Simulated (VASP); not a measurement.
Crystal: Co.

```
CELL_PARAMETERS angstrom
2.47056 0.00000 0.00000
-1.23528 2.13957 0.00000
0.00000 0.00000 8.08823
ATOMIC_POSITIONS crystal
Co 0.66667 0.33333 0.75000
Co 0.00000 0.00000 0.50000
Co 0.33333 0.66667 0.25000
Co 0.00000 0.00000 0.00000
```

Program: VASP 6.6.1. Alike in all runs: task single point; level PBE; potentials or basis VASP PAW PBE potentials, release 64 (Co_sv); spin collinear, ferromagnetic start; cell as given; cutoff (eV) 600; smearing fermi-dirac 0.05 eV.

Q: Order these runs on this cell by their pressure, lowest first.
A. fixed moment (μB) 8.0; k mesh 10 × 10 × 3
B. fixed moment (μB) 12.0; k mesh 10 × 10 × 3
C. k mesh 12 × 12 × 4
D. fixed moment (μB) 4.0; k mesh 10 × 10 × 3

A: D (-6.8 GPa), C (0.5 GPa), A (8.4 GPa), B (46.5 GPa).

Caveats: the total moment is fixed, so each spin has its own Fermi level (at least some runs); the cell stands under pressure (at least some runs); the cell stands under tension (at least some runs).
